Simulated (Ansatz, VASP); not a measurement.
# One calculation of B, two programs

```
CELL_PARAMETERS angstrom
2.87569 0.00000 0.00000
-1.43785 2.49042 0.00000
0.00000 0.00000 11.87600
ATOMIC_POSITIONS crystal
B 0.00000 0.00000 0.12393
B 0.00000 0.00000 0.62393
B 0.00000 0.00000 0.37607
B 0.00000 0.00000 0.87607
B 0.33333 0.66667 0.54290
B 0.66667 0.33333 0.04290
B 0.33333 0.66667 0.95710
B 0.66667 0.33333 0.45710
B 0.33333 0.66667 0.67834
B 0.66667 0.33333 0.17834
B 0.33333 0.66667 0.82166
B 0.66667 0.33333 0.32166
```

Alike in both runs: task relaxation of cell and atoms; functional PBE; k mesh 18 × 18 × 4; occupations gaussian, width 0.1 eV; no spin polarisation.

```csv
,VASP,Ansatz
version,VASP 6.6.1,Ansatz 0.2.0
potentials or method,"VASP PAW PBE potentials, release 64 (B), cutoff 600 eV","scalar-relativistic, plane waves, PAW"
valence electrons in the cell,36,36
```

VASP gave:

- gap on the k mesh at the Fermi level, each at its own relaxed structure (eV): none
- relaxed volume (Å³/atom): 7.09
- relaxed length of the cell vector where the two differ most in proportion (Å): 11.878

**Question.** What did Ansatz give for the same quantities?

**Answer.** gap on the k mesh at the Fermi level, each at its own relaxed structure (eV): none; relaxed volume (Å³/atom): 7.09; relaxed length of the cell vector where the two differ most in proportion (Å): 11.879.

A gap of «none» marks a metal or a gap that the smearing closes.
